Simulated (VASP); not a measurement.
# K: single point with PBE+D3(BJ)

The system is K.

```
K
1.0
     6.28478   -4.98690    0.00000
     6.28478    4.98690    0.00000
     0.00000    0.00000    9.76708
K
8
Direct
  0.74679 0.74679 0.50000
  0.25321 0.25321 0.50000
  0.23910 0.76090 0.26131
  0.73910 0.26090 0.23869
  0.75321 0.75321 0.00000
  0.24679 0.24679 0.00000
  0.26090 0.73910 0.76131
  0.76090 0.23910 0.73869
```

| Item | Value |
| --- | --- |
| Program | VASP 6.6.1 |
| Task | single point |
| Functional | PBE |
| Dispersion | D3(BJ) |
| Potentials or basis | VASP PAW PBE potentials, release 64 (K_sv) |
| Cutoff | 520 eV |
| k mesh | 4 × 4 × 2 |
| Occupations | gaussian, width 0.1 eV |
| Spin | no spin polarisation |

The pressure is -0.4 GPa and the largest force is 0.030 eV/Å. The band gap on the k mesh is zero (bands 36 and 37 overlap by 1.02 eV) and the dispersion energy per atom is -0.109 eV.

Forces in eV/Å, atoms in the order of the input:
```
K    0.009  0.000  0.000
K   -0.009  0.000  0.000
K    0.000 -0.021 -0.021
K    0.000 -0.021  0.021
K   -0.009  0.000  0.000
K    0.009  0.000  0.000
K    0.000  0.021 -0.021
K    0.000  0.021  0.021
```

Stress tensor (GPa, compression positive):
```
-0.36  0.00  0.00
 0.00 -0.43  0.00
 0.00  0.00 -0.26
```

Levels at points of the mesh, in eV from the Fermi level:
```csv
k point,band 34,band 35,band 36,band 37,band 38,band 39
"(0.00, 0.00, 0.00)",-0.40,-0.40,0.32,0.32,0.54,0.54
"(0.50, 0.00, 0.00)",-1.40,0.18,0.18,0.20,0.20,0.48
"(0.50, 0.50, 0.00)",-1.04,-0.46,-0.46,0.38,0.38,0.59
"(0.00, 0.00, 0.50)",-1.64,0.77,0.77,0.77,0.77,0.78
"(0.50, 0.00, 0.50)",-0.98,-0.97,-0.97,0.81,0.81,0.82
"(0.50, 0.50, 0.50)",-0.63,-0.63,-0.63,-0.09,-0.09,-0.07
```

Wall time 5.4 min on 1 thread of Intel(R) Xeon(R) Platinum 8259CL CPU @ 2.50GHz (Skylake/Cascade Lake), on a shared host, peak memory 0.7 GiB.
